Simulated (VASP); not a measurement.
Crystal: Co.

```
Co
1.0
    -1.41457    1.39291    1.39216
     1.44298   -1.37513    1.40278
     1.41127    1.37182   -1.37438
Co
1
Direct
  0.00000 0.00000 0.00000
```

Base run:

| Quantity | Value |
| --- | --- |
| Program | VASP 6.6.1 |
| Functional | PBE |
| Potentials or basis | VASP PAW PBE potentials, release 64 (Co) |
| Cutoff | 520 eV |
| k mesh | 11 × 11 × 11 |
| Occupations | fermi-dirac, width 0.05 eV |
| Spin | collinear spin, ferromagnetic start |
| Starting moments | [2.0] μB |
| Fixed moment | 2 μB |

Its results: pressure 5.2 GPa; site moments Co +2.00 μB.

Problem. After a change of settings the same cell gave: pressure -2.6 GPa; site moments Co +1.53 μB. Which change was it?
A. fixed moment from 2 μB to 2.5 μB; moments at the start from [2.0] to [2.5]
B. fixed moment from 2 μB to 1.5 μB; moments at the start from [2.0] to [1.5]
C. fixed moment from 2 μB to 4 μB; moments at the start from [2.0] to [4.0]
D. fixed moment from 2 μB to 1 μB; moments at the start from [2.0] to [1.0]

Solution. B.

Caveats: the total moment is fixed, so each spin has its own Fermi level; the cell stands under pressure (at least some runs).
